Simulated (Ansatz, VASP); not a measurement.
**Two plane-wave programs on Ir2Pt**

INCAR

```
SYSTEM = Ir2Pt
PREC     = Accurate       ! precision mode
ENCUT    = 520            ! plane-wave cutoff, eV
EDIFF    = 1E-6           ! SCF threshold, eV
ISMEAR   = 0              ! smearing method
SIGMA    = 0.1            ! smearing width, eV
LREAL    = .False.        ! projectors in reciprocal space
LASPH    = .True.         ! aspherical terms in the spheres
NELM     = 100            ! most SCF steps
ALGO     = Normal         ! electronic algorithm
ISIF     = 2              ! what is computed and relaxed
LWAVE    = .False.        ! write WAVECAR
LCHARG   = .False.        ! write CHGCAR
GGA      = PE             ! functional
NBANDS   = 37             ! bands
```

Contents of KPOINTS:

```
Automatic mesh
0
Gamma
  4 4 6
  0 0 0
```

The input POSCAR:

```
Ir2Pt
1.0
    5.1771098932      0.0000000000      0.0000000000
    0.0000000000      5.1771098932      0.0000000000
    0.0000000000      0.0000000000      3.3345816661
Ir Pt
4 2
Direct
    0.3060000000      0.3060000000      0.0000000000
    0.1940000000      0.8060000000      0.5000000000
    0.6940000000      0.6940000000      0.0000000000
    0.8060000000      0.1940000000      0.5000000000
    0.0000000000      0.0000000000      0.0000000000
    0.5000000000      0.5000000000      0.5000000000
```

Input for Ansatz:

```yaml
crystal:
  lattice:
    - [5.1771098932, 0.0, 0.0]
    - [0.0, 5.1771098932, 0.0]
    - [0.0, 0.0, 3.3345816661]
  atoms:
    - { symbol: Ir, position: [0.306, 0.306, 0.0] }
    - { symbol: Ir, position: [0.194, 0.806, 0.5] }
    - { symbol: Ir, position: [0.694, 0.694, 0.0] }
    - { symbol: Ir, position: [0.806, 0.194, 0.5] }
    - { symbol: Pt, position: [0.0, 0.0, 0.0] }
    - { symbol: Pt, position: [0.5, 0.5, 0.5] }
basis:
  ecutwfc: 420
kpoints:
  mp_grid: { grid: [4, 4, 6] }
hamiltonian:
  xc: pbe
scf:
  occupations: { method: gaussian, width: 0.1 }
  lower_state_search: "off"
output:
  forces: true
  stress: true
  eigenvalues: true
```

Alike in both runs: task single point; functional PBE; k mesh 4 × 4 × 6; occupations gaussian, width 0.1 eV; no spin polarisation.

|  | VASP | Ansatz |
| --- | --- | --- |
| version | VASP 6.6.1 | Ansatz 0.2.0 |
| potentials or method | VASP PAW PBE potentials, release 64 (Ir, Pt), cutoff 520 eV | scalar-relativistic, plane waves, PAW |
| valence electrons in the cell | 56 | 104 |

```tsv
	VASP	Ansatz	Ansatz less VASP
gap on the k mesh at the Fermi level (eV)	none	none	-
rms of the force components (eV/Å)	2.363	2.470	+0.1071
```

Atom by atom the forces differ by 0.107 eV/Å (rms over components). A gap of «none» marks a metal or a gap that the smearing closes. With one functional, cell and mesh, what is left measures potentials, basis and numerics. VASP's potentials hold 56 valence electrons a cell and Ansatz's 104, so a difference there can come from the potentials and not from the codes.

Spin-orbit coupling is off throughout.
